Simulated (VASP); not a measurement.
# PbSe (Fm-3m) in VASP: further runs

PbSe is run at these levels: PBEsol; tasks: electric field gradients.

All numbers are computed with VASP 6.6.1; they aren't measurements. Logs are shortened: lines on timing, memory, paths and dates and some standing lists are left out, and cuts for length are marked.

**1. The cell of the first run**

The structure is cubic, space group Fm-3m (No. 225). Conventional cell: a = 6.042 Å, b = 6.042 Å, c = 6.042 Å, α = 90.00°, β = 90.00°, γ = 90.00°. Within 4.0 Å of Pb (site symmetry m-3m) lie 6 Se at 3.02 Å. Within 4.0 Å of Se (site symmetry m-3m) lie 6 Pb at 3.02 Å.

**2. Electric field gradients, PBEsol (volume scaled by 0.96)**

Contents of INCAR:

```
SYSTEM = PbSe
ALGO = Normal
EDIFF = 1E-8
ENCUT = 400
GGA = PS
GGA_COMPAT = .False.
ISIF = 2
ISMEAR = -1
LASPH = .True.
LCHARG = .False.
LEFG = .True.
LREAL = .False.
LWAVE = .False.
NBANDS = 17
NELM = 120
PREC = Accurate
SIGMA = 0.01
```

Contents of KPOINTS:

```
k-points
0
Gamma
  9 9 9
  0 0 0
```

Contents of POSCAR:

```
PbSe
1.0
    0.0000000000      3.0207645214      3.0207645214
    3.0207645214      0.0000000000      3.0207645214
    3.0207645214      3.0207645214      0.0000000000
Pb Se
1 1
Direct
    0.0000000000      0.0000000000      0.0000000000
    0.5000000000      0.5000000000      0.5000000000
```

Potentials or basis: VASP PAW PBE potentials, release 64 (Pb_d, Se).

Started as:

```sh
> cat potpaw_PBE.64/Pb_d/POTCAR potpaw_PBE.64/Se/POTCAR > POTCAR
> mpirun -np 1 vasp_std > vasp.out
```

OUTCAR:

```text
SYSTEM = PbSe
   EDIFF = 1E-8
   ENCUT = 400
   GGA = PS
   ISIF = 2
   ISMEAR = -1
   LASPH = .True.
   LREAL = .False.
   NELM = 120
   PREC = Accurate

 ion  position               nearest neighbor table
   1  0.000  0.000  0.000-   2 3.02   2 3.02   2 3.02   2 3.02   2 3.02   2 3.02
   2  0.500  0.500  0.500-   1 3.02   1 3.02   1 3.02   1 3.02   1 3.02   1 3.02

  LATTYP: Found a face centered cubic cell.
 ALAT       =     6.0415290428

  Lattice vectors:

 A1 = (   0.0000000000,   3.0207645214,   3.0207645214)
 A2 = (   3.0207645214,   0.0000000000,   3.0207645214)
 A3 = (   3.0207645214,   3.0207645214,   0.0000000000)

Analysis of symmetry for initial positions (statically):
=====================================================================
 Subroutine PRICEL returns:
 Original cell was already a primitive cell.

 Routine SETGRP: Setting up the symmetry group for a
 face centered cubic supercell.

 Subroutine GETGRP returns: Found 48 space group operations
 (whereof 48 operations were pure point group operations)
 out of a pool of 48 trial point group operations.

The static configuration has the point symmetry O_h .

Analysis of symmetry for dynamics (positions and initial velocities):
=====================================================================
 Subroutine PRICEL returns:
 Original cell was already a primitive cell.

 Routine SETGRP: Setting up the symmetry group for a
 face centered cubic supercell.

 Subroutine GETGRP returns: Found 48 space group operations
 (whereof 48 operations were pure point group operations)
 out of a pool of 48 trial point group operations.

The dynamic configuration has the point symmetry O_h .

 Subroutine INISYM returns: Found 48 space group operations
 (whereof 48 operations are pure point group operations),
 and found     1 'primitive' translations

----------------------------------------------------------------------------------------

                                     Primitive cell

  volume of cell :      55.1291

  direct lattice vectors                    reciprocal lattice vectors
     0.000000000  3.020764521  3.020764521    -0.165521012  0.165521012  0.165521012
[... 122 lines left out ...]

 number of electron      19.9999999 magnetization

 Free energy of the ion-electron system (eV)
  ---------------------------------------------------
  ext. energy  EPLUGINS =         0.00000000
  ---------------------------------------------------
  free energy    TOTEN  =        -8.90808427 eV

  energy without entropy =       -8.90808427  energy(sigma->0) =       -8.90808427

 E-fermi :   5.4008     XC(G=0):  -9.9014

 val. band max:        5.1886347772   @ k =   0.4444   0.0000   0.0000
 cond. band min:       5.8081874057   @ k =   0.4444   0.0000   0.0000
 fundamental gap:      0.6195526284
 Fermi energy:         5.4007964646

 k-point     1 :       0.0000    0.0000    0.0000
  band No.  band energies     occupation
      1     -11.4107      2.00000
      2     -11.4107      2.00000
      3     -11.4101      2.00000
      4     -11.4101      2.00000
      5     -11.4101      2.00000
      6      -8.5445      2.00000
[... 457 lines left out ...]
      4     -11.3581      2.00000
      5     -11.3581      2.00000
      6      -6.9951      2.00000
[... 9 lines left out ...]
     16      17.0963      0.00000
     17      18.0045      0.00000

 [... further k-points ...]

------------------------ aborting loop because EDIFF is reached ----------------------------------------

  FORCE on cell =-STRESS in cart. coord.  units (eV):
  Direction    XX          YY          ZZ          XY          YZ          ZX
  --------------------------------------------------------------------------------------
  -------------------------------------------------------------------------------------
  Total        0.5803277      0.5803277      0.5803277     -0.0000000     -0.0000000      0.0000000
  in kB       16.8656581     16.8656581     16.8656581     -0.0000000     -0.0000000      0.0000000
  external PRESSURE =      16.8656581 kB  Pullay stress =       0.0000000 kB

 VOLUME and BASIS-vectors are now :
 -----------------------------------------------------------------------------
  energy-cutoff  :      400.00
  volume of cell :       55.13
      direct lattice vectors                 reciprocal lattice vectors
     0.000000000  3.020764521  3.020764521    -0.165521012  0.165521012  0.165521012
     3.020764521  0.000000000  3.020764521     0.165521012 -0.165521012  0.165521012
     3.020764521  3.020764521  0.000000000     0.165521012  0.165521012 -0.165521012

 POSITION                                       TOTAL-FORCE (eV/Angst)
 -----------------------------------------------------------------------------------
      0.00000      0.00000      0.00000        -0.000000      0.000000      0.000000
      3.02076      3.02076      3.02076         0.000000     -0.000000     -0.000000
 -----------------------------------------------------------------------------------
    total drift:                               -0.000000      0.000000      0.000000

  FREE ENERGIE OF THE ION-ELECTRON SYSTEM (eV)
  ---------------------------------------------------
  free  energy   TOTEN  =        -8.9080842705 eV

  energy  without entropy=       -8.9080842705  energy(sigma->0) =       -8.90808427

 Electric field gradients (V/A^2)
---------------------------------------------------------------------
 ion       V_xx      V_yy      V_zz      V_xy      V_xz      V_yz
---------------------------------------------------------------------
   1      -0.000     0.000    -0.000     0.000     0.000     0.000
   2       0.000    -0.000     0.000    -0.000    -0.000    -0.000
---------------------------------------------------------------------

 Electric field gradients after diagonalization (V/A^2)
 (convention: |V_zz| > |V_xx| > |V_yy|)
----------------------------------------------------------------------
 ion       V_xx      V_yy      V_zz     asymmetry (V_yy - V_xx)/ V_zz
----------------------------------------------------------------------
   1      -0.000    -0.000     0.001       0.000
   2       0.000     0.000    -0.000       0.000
----------------------------------------------------------------------

           NMR quadrupolar parameters

 Cq : quadrupolar parameter    Cq=e*Q*V_zz/h
 eta: asymmetry parameters     (V_yy - V_xx)/ V_zz
 Q  : nuclear electric quadrupole moment in mb (millibarn)
----------------------------------------------------------------------
 ion       Cq(MHz)       eta       Q (mb)
----------------------------------------------------------------------
   1       0.000       0.000       1.000
   2      -0.000       0.000       1.000
----------------------------------------------------------------------
```

stdout:

```text
POSCAR found type information on POSCAR PbSe
 POSCAR found :  2 types and       2 ions
 scaLAPACK will be used
 -----------------------------------------------------------------------------
|                                                                             |
|                                                                             |
|     You enforced a specific xc type in the INCAR file but a different       |
|     I HOPE YOU KNOW WHAT YOU ARE DOING!                                     |
|                                                                             |
 -----------------------------------------------------------------------------

 LDA part: xc-table for (Slater+PW92), standard interpolation
 POSCAR, INCAR and KPOINTS ok, starting setup
 FFT: planning ... GRIDC
 FFT: planning ... GRID_SOFT
 FFT: planning ... GRID
 WAVECAR not read
 entering main loop
ion   1

ion   2
```

Run time: 40 s. Hardware: 1 thread of Intel Xeon 8259CL, shared host; peak memory 0.17 GiB.

What came out:

| Quantity | Value |
| --- | --- |
| Free energy | -8.9081 eV |
| Pressure | 1.7 GPa |

Caveat: this odd mesh misses L, where the gap lies, so gap, dielectric constants and Born charges aren't listed; without QUAD_EFG the Cq values of the log hold for a quadrupole moment of 1 mb, not for the nuclei; the PAW data sets were made with another functional, which shifts forces and pressure a little; spin-orbit coupling is left out, which moves the levels of the heavy elements.

**3. Electric field gradients, PBEsol (volume scaled by 0.98)**

Contents of INCAR:

```
SYSTEM = PbSe
ALGO = Normal
EDIFF = 1E-8
ENCUT = 400
GGA = PS
GGA_COMPAT = .FALSE.
ISIF = 2
ISMEAR = -1
LASPH = .TRUE.
LCHARG = .FALSE.
LEFG = .TRUE.
LREAL = .FALSE.
LWAVE = .FALSE.
NBANDS = 17
NELM = 120
PREC = Accurate
SIGMA = 0.01
```

Contents of KPOINTS:

```
k-points
0
G
  9 9 9
  0 0 0
```

Contents of POSCAR:

```
PbSe
1.0
    0.0000000000      3.0415980385      3.0415980385
    3.0415980385      0.0000000000      3.0415980385
    3.0415980385      3.0415980385      0.0000000000
Pb Se
1 1
Direct
    0.0000000000      0.0000000000      0.0000000000
    0.5000000000      0.5000000000      0.5000000000
```

Potentials or basis: VASP PAW PBE potentials, release 64 (Pb_d, Se).

Started as:

```sh
> cat potpaw_PBE.64/Pb_d/POTCAR potpaw_PBE.64/Se/POTCAR > POTCAR
> mpirun -np 1 vasp_std > vasp.out
```

OUTCAR:

```text
SYSTEM = PbSe
   EDIFF = 1E-8
   ENCUT = 400
   GGA = PS
   ISIF = 2
   ISMEAR = -1
   LASPH = .TRUE.
   LREAL = .FALSE.
   NELM = 120
   PREC = Accurate

 ion  position               nearest neighbor table
   1  0.000  0.000  0.000-   2 3.04   2 3.04   2 3.04   2 3.04   2 3.04   2 3.04
   2  0.500  0.500  0.500-   1 3.04   1 3.04   1 3.04   1 3.04   1 3.04   1 3.04

  LATTYP: Found a face centered cubic cell.
 ALAT       =     6.0831960770

  Lattice vectors:

 A1 = (   0.0000000000,   3.0415980385,   3.0415980385)
 A2 = (   3.0415980385,   0.0000000000,   3.0415980385)
 A3 = (   3.0415980385,   3.0415980385,   0.0000000000)

Analysis of symmetry for initial positions (statically):
=====================================================================
 Subroutine PRICEL returns:
 Original cell was already a primitive cell.

 Routine SETGRP: Setting up the symmetry group for a
 face centered cubic supercell.

 Subroutine GETGRP returns: Found 48 space group operations
 (whereof 48 operations were pure point group operations)
 out of a pool of 48 trial point group operations.

The static configuration has the point symmetry O_h .

Analysis of symmetry for dynamics (positions and initial velocities):
=====================================================================
 Subroutine PRICEL returns:
 Original cell was already a primitive cell.

 Routine SETGRP: Setting up the symmetry group for a
 face centered cubic supercell.

 Subroutine GETGRP returns: Found 48 space group operations
 (whereof 48 operations were pure point group operations)
 out of a pool of 48 trial point group operations.

The dynamic configuration has the point symmetry O_h .

 Subroutine INISYM returns: Found 48 space group operations
 (whereof 48 operations are pure point group operations),
 and found     1 'primitive' translations

----------------------------------------------------------------------------------------

                                     Primitive cell

  volume of cell :      56.2776

  direct lattice vectors                    reciprocal lattice vectors
     0.000000000  3.041598039  3.041598039    -0.164387271  0.164387271  0.164387271
     3.041598039  0.000000000  3.041598039     0.164387271 -0.164387271  0.164387271
     3.041598039  3.041598039  0.000000000     0.164387271  0.164387271 -0.164387271

  length of vectors
     4.301469197  4.301469197  4.301469197     0.284727105  0.284727105  0.284727105

  position of ions in fractional coordinates (direct lattice)
     0.000000000  0.000000000  0.000000000
     0.500000000  0.500000000  0.500000000

  ion indices of the primitive-cell ions
   primitive index   ion index
                 1           1
                 2           2

----------------------------------------------------------------------------------------

 KPOINTS: k-points

Automatic generation of k-mesh.
[... 71 lines left out ...]
   NFREE  =      0    steps in history (QN), initial steepest desc. (CG)
   ISIF   =      2    stress and relaxation
   ISYM   =      2    0-nonsym 1-usesym 2-fastsym
   POTIM  = 0.5000    time-step for ionic-motion
   TEBEG  =    0.0;   TEEND  =   0.0 temperature during run
   PSTRESS=    0.0 pullay stress
   NELECT =      20.0000    total number of electrons
   NUPDOWN=      -1.0000    fix difference up-down
   EMIN   =  10.00;   EMAX   =-10.00  energy-range for DOS
   EFERMI =   0.00;   METHOD = LEGACY
   ISMEAR =    -1;   SIGMA  =   0.01  broadening in eV -4-tet -1-fermi 0-gaus
   EFERMI_NEDOS =   21; number of points for ismear=-14 and -15
   IALGO  =     38    algorithm
   IMIX   =      4    mixing-type and parameters
     AMIX     =   0.40;   BMIX     =  1.00
     AMIX_MAG =   1.60;   BMIX_MAG =  1.00
  volume/ion in A,a.u.               =      28.14       189.89
  Fermi-wavevector in a.u.,A,eV,Ry     =   1.159595  2.191317 18.295219  1.344661
  Thomas-Fermi vector in A             =   2.296186
   LORBIT       =      0    0 simple, 1 ext, 2 COOP (PROOUT), +10 PAW based schemes
   GGA     = PS    functional components
   LHFCALC =     F    Hartree Fock is set to
   AEXX    =    0.0000 exact exchange contribution
   IVDW    =     0    specifies the selected vdW correction
   LEPSILON=     F    determine dielectric tensor
   LRPA    =     F    only Hartree local field effects (RPA)
 non-spin polarized calculation
  energy-cutoff  :      400.00
  volume of cell :       56.28
 maximum number of plane-waves:      1035
   NGX = 13   NGY = 13   NGZ = 13

 number of electron      20.0000007 magnetization

 Free energy of the ion-electron system (eV)
  ---------------------------------------------------
  ext. energy  EPLUGINS =         0.00000000
  ---------------------------------------------------
  free energy    TOTEN  =        -8.91625211 eV

  energy without entropy =       -8.91625211  energy(sigma->0) =       -8.91625211

 E-fermi :   5.1508     XC(G=0):  -9.8058

 val. band max:        4.9359119834   @ k =   0.4444   0.0000   0.0000
 cond. band min:       5.5677930437   @ k =   0.4444   0.0000   0.0000
 fundamental gap:      0.6318810603
 Fermi energy:         5.1507973990

 k-point     1 :       0.0000    0.0000    0.0000
  band No.  band energies     occupation
      1     -11.6339      2.00000
      2     -11.6339      2.00000
      3     -11.6339      2.00000
      4     -11.6334      2.00000
      5     -11.6334      2.00000
      6      -8.6244      2.00000
[... 457 lines left out ...]
      4     -11.5861      2.00000
      5     -11.5861      2.00000
      6      -7.1577      2.00000
[... 9 lines left out ...]
     16      16.6870      0.00000
     17      17.7219      0.00000

 [... further k-points ...]

------------------------ aborting loop because EDIFF is reached ----------------------------------------

  FORCE on cell =-STRESS in cart. coord.  units (eV):
  Direction    XX          YY          ZZ          XY          YZ          ZX
  --------------------------------------------------------------------------------------
  -------------------------------------------------------------------------------------
  Total        0.1698045      0.1698045      0.1698045      0.0000000      0.0000000      0.0000000
  in kB        4.8341965      4.8341965      4.8341965      0.0000000      0.0000000      0.0000000
  external PRESSURE =       4.8341965 kB  Pullay stress =       0.0000000 kB

 VOLUME and BASIS-vectors are now :
 -----------------------------------------------------------------------------
  energy-cutoff  :      400.00
  volume of cell :       56.28
      direct lattice vectors                 reciprocal lattice vectors
     0.000000000  3.041598039  3.041598039    -0.164387271  0.164387271  0.164387271
     3.041598039  0.000000000  3.041598039     0.164387271 -0.164387271  0.164387271
     3.041598039  3.041598039  0.000000000     0.164387271  0.164387271 -0.164387271

 POSITION                                       TOTAL-FORCE (eV/Angst)
 -----------------------------------------------------------------------------------
      0.00000      0.00000      0.00000         0.000000     -0.000000      0.000000
      3.04160      3.04160      3.04160        -0.000000      0.000000     -0.000000
 -----------------------------------------------------------------------------------
    total drift:                               -0.000000      0.000000      0.000000

  FREE ENERGIE OF THE ION-ELECTRON SYSTEM (eV)
  ---------------------------------------------------
  free  energy   TOTEN  =        -8.9162521145 eV

  energy  without entropy=       -8.9162521145  energy(sigma->0) =       -8.91625211

 Electric field gradients (V/A^2)
---------------------------------------------------------------------
 ion       V_xx      V_yy      V_zz      V_xy      V_xz      V_yz
---------------------------------------------------------------------
   1      -0.000    -0.000     0.000     0.001     0.001     0.001
   2       0.000    -0.000     0.000     0.000     0.000     0.000
---------------------------------------------------------------------

 Electric field gradients after diagonalization (V/A^2)
 (convention: |V_zz| > |V_xx| > |V_yy|)
----------------------------------------------------------------------
 ion       V_xx      V_yy      V_zz     asymmetry (V_yy - V_xx)/ V_zz
----------------------------------------------------------------------
   1      -0.001    -0.001     0.002       0.000
   2      -0.000    -0.000     0.000       0.000
----------------------------------------------------------------------

           NMR quadrupolar parameters

 Cq : quadrupolar parameter    Cq=e*Q*V_zz/h
 eta: asymmetry parameters     (V_yy - V_xx)/ V_zz
 Q  : nuclear electric quadrupole moment in mb (millibarn)
----------------------------------------------------------------------
 ion       Cq(MHz)       eta       Q (mb)
----------------------------------------------------------------------
   1       0.000       0.000       1.000
   2       0.000       0.000       1.000
----------------------------------------------------------------------
```

stdout:

```text
POSCAR found type information on POSCAR PbSe
 POSCAR found :  2 types and       2 ions
 scaLAPACK will be used
 -----------------------------------------------------------------------------
|                                                                             |
|                                                                             |
|     You enforced a specific xc type in the INCAR file but a different       |
|     I HOPE YOU KNOW WHAT YOU ARE DOING!                                     |
|                                                                             |
 -----------------------------------------------------------------------------

 LDA part: xc-table for (Slater+PW92), standard interpolation
 POSCAR, INCAR and KPOINTS ok, starting setup
 FFT: planning ... GRIDC
 FFT: planning ... GRID_SOFT
 FFT: planning ... GRID
 WAVECAR not read
 entering main loop
ion   1

ion   2
```

Run time: 41 s. Hardware: 1 thread of Intel Xeon 8259CL, shared host; peak memory 0.17 GiB.

Results:

```
Free energy : -8.9163 eV
Pressure    : 0.5 GPa
```

Levels at points of the mesh, in eV from the Fermi level:
```csv
k point,band 6,band 7,band 8,band 9,band 10,band 11,band 12,band 13,band 14,band 15
"(0.00, 0.00, 0.00)",-13.78,-6.31,-1.96,-1.96,-1.96,4.71,4.71,4.71,6.40,6.40
```

Caveat: this odd mesh misses L, where the gap lies, so gap, dielectric constants and Born charges aren't listed; without QUAD_EFG the Cq values of the log hold for a quadrupole moment of 1 mb, not for the nuclei; the PAW data sets were made with another functional, which shifts forces and pressure a little; spin-orbit coupling is left out, which moves the levels of the heavy elements.

[end of part 1 of 3]
